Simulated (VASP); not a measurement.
The system is SiC.

```
CELL_PARAMETERS angstrom
3.07569 0.00000 0.00000
-1.53785 2.66363 0.00000
0.00000 0.00000 10.07065
ATOMIC_POSITIONS crystal
Si 0.00000 0.00000 0.18789
Si 0.00000 0.00000 0.68789
Si 0.33333 0.66667 0.43784
Si 0.66667 0.33333 0.93784
C 0.00000 0.00000 0.00046
C 0.00000 0.00000 0.50046
C 0.33333 0.66667 0.24980
C 0.66667 0.33333 0.74980
```

```yaml
Program: VASP 6.6.1
Task: relaxation of cell and atoms
Functional: revPBE
Potentials_or_basis: VASP PAW PBE potentials, release 64 (Si, C)
Cutoff: 600 eV
k_mesh: 10 × 10 × 3
Occupations: fermi-dirac, width 0.05 eV
Spin: no spin polarisation
```

At the start: pressure 5.8 GPa; volume 10.31 Å³/atom.

Task: Where does the relaxation end?

Result: Over 3 steps the energy falls by 4.9 meV/atom and the volume is 10.59 Å³/atom (+2.7 %); space group P6_3mc (No. 186, to 0.1 Å) before and after.

Step by step:
| step | energy change (eV) | largest force (eV/Å) | pressure (GPa) | volume (Å³) |
| --- | --- | --- | --- | --- |
| 1 | 0.0000 | 0.0087 | 5.82 | 82.50 |
| 2 | 0.0004 | 0.0262 | -5.33 | 87.06 |
| 3 | -0.0395 | 0.0098 | -0.01 | 84.73 |

Final structure:
```
Si C
1.0
     3.10346    0.00000    0.00000
    -1.55173    2.68768    0.00000
     0.00000    0.00000   10.15869
Si C
4 4
Direct
  0.00000 0.00000 0.18791
  0.00000 0.00000 0.68791
  0.33333 0.66667 0.43782
  0.66667 0.33333 0.93782
  0.00000 0.00000 0.00045
  0.00000 0.00000 0.50045
  0.33333 0.66667 0.24982
  0.66667 0.33333 0.74982
```

Caveat: the PAW data sets were made with another functional, which shifts forces and pressure a little.
